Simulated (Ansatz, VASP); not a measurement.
## Two plane-wave programs on CuO

```
CELL_PARAMETERS angstrom
2.83633 0.00000 0.00000
-1.41816 2.45633 0.00000
0.00000 0.00000 2.76811
ATOMIC_POSITIONS crystal
Cu 0.00000 0.00000 0.00000
O 0.66667 0.33333 0.50000
```

Alike in both runs: task single point; functional LDA; k mesh 8 × 8 × 7; occupations gaussian, width 0.05 eV; collinear spin; Hubbard terms Cu d U = 6.0 eV.

|  | VASP | Ansatz |
| --- | --- | --- |
| version | VASP 6.6.1 | Ansatz 0.2.0 |
| potentials or method | VASP PAW LDA potentials, release 64 (Cu_sv_GW, O), cutoff 820 eV | scalar-relativistic, plane waves, PAW |
| valence electrons in the cell | 25 | 25 |

|  | VASP | Ansatz | Ansatz less VASP |
| --- | --- | --- | --- |
| gap on the k mesh at the Fermi level (eV) | none | none | - |
| pressure (GPa) | -16.4 | -10.1 | +6.35 |
| traceless stress, the component that is largest in VASP (GPa) | -8.59 | -6.00 | +2.589 |
| net moment per atom (μB) | 0.50 | 0.50 | 0.000 |
| size of the moment on the site where the two differ most (μB) | 0.47 | 0.61 | +0.135 |

LDA's correlation is that of Perdew and Zunger in VASP and of Perdew and Wang (1992) in Ansatz. Site moments also hang on the region over which each program counts them. The programs project onto different local orbitals, so the same U acts differently, and such runs can settle in different states. A gap of «none» marks a metal or a gap that the smearing closes. Ansatz's warnings: filled band counts differ across k points.
